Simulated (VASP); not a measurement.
Write the native input for VASP 6.6.1 that does the following.

```
Task                   : relaxation of cell and atoms
Functional             : PBE
Potentials or basis    : VASP PAW PBE potentials, release 64 (Ca_sv)
Cutoff                 : 600 eV
k mesh                 : 12 × 12 × 12
Occupations            : fermi-dirac, width 0.08 eV
Spin                   : no spin polarisation
Target pressure        : 2.2 GPa
Dipole correction      : no
Further INCAR settings : ALGO = Normal; EDIFF = 1e-06; IBRION = 2; EDIFFG = -0.005; NSW = 32; ISIF = 3
```

The structure of Ca lies in POSCAR:

```
Ca
1.0
    0.0000000000      2.6673643140      2.6673643140
    2.6673643140      0.0000000000      2.6673643140
    2.6673643140      2.6673643140      0.0000000000
Ca
1
Direct
    0.0000000000      0.0000000000      0.0000000000
```

One way to write it, as run:

INCAR

```
  ALGO = Normal
  EDIFF = 1E-6
  EDIFFG = -0.005
  ENCUT = 600
  GGA = PE
  IBRION = 2
  ISIF = 3
  ISMEAR = -1
  LASPH = True
  LCHARG = False
  LREAL = False
  LWAVE = False
  NELM = 100
  NSW = 32
  PREC = Accurate
  PSTRESS = 22.0
  SIGMA = 0.08
```

KPOINTS

```
k-points
0
Gamma
  12 12 12
```

Potentials or basis: VASP PAW PBE potentials, release 64 (Ca_sv).

The run is started by

```console
$ cat potpaw_PBE.64/Ca_sv/POTCAR > POTCAR
$ mpirun -np 1 vasp_std > vasp.out
```

It gave:

| Quantity | Value |
| --- | --- |
| Pressure after relaxing | 2.2 GPa |
| Band gap on the k mesh | zero (bands 5 and 6 overlap by 0.20 eV) |

Caveat: the relaxation stopped at its first step, so nothing moved; the cell is relaxed towards a set pressure, so the run minimises the enthalpy, not the energy.

It took 11 s on 1 thread of Intel(R) Xeon(R) 6975P-C (Granite Rapids), on a shared host, peak memory 0.18 GiB.
